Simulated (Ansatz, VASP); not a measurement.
Al2Cu: VASP beside Ansatz

```
Cu Al
1.0
    -2.03034    2.03034    2.85109
     2.03034   -2.03034    2.85109
     2.03034    2.03034   -2.85109
Cu Al
1 2
Direct
  0.50000 0.50000 0.00000
  0.25000 0.75000 0.50000
  0.75000 0.25000 0.50000
```

Alike in both runs: task relaxation of cell and atoms; functional PBEsol; dispersion D3(BJ); k mesh 9 × 9 × 9; occupations fermi-dirac, width 0.05 eV; no spin polarisation.

|  | VASP | Ansatz |
| --- | --- | --- |
| version | VASP 6.6.1 | Ansatz 0.2.0 |
| potentials or method | VASP PAW PBE potentials, release 64 (Cu, Al) | Ansatz PAW |
| plane-wave cutoff (eV) | 600 | 420 |
| valence electrons in the cell | 17 | 25 |

|  | VASP | Ansatz | Ansatz less VASP |
| --- | --- | --- | --- |
| gap on the k mesh at the Fermi level, each at its own relaxed structure (eV) | none | none | - |
| relaxed volume (Å³/atom) | 15.17 | 15.13 | -0.046 |
| relaxed cell length with the largest relative difference (Å) | 4.003 | 4.003 | +0.0001 |

VASP's potentials were made for PBE, not for PBEsol. A gap of «none» marks a metal or a gap that the smearing closes. VASP's potentials hold 17 valence electrons a cell and Ansatz's 25, so a difference there can come from the potentials and not from the codes.

Noted on Ansatz's run: the plane-wave basis is chosen anew once the cell has moved, so the energies of steps on either side of that aren't comparable.
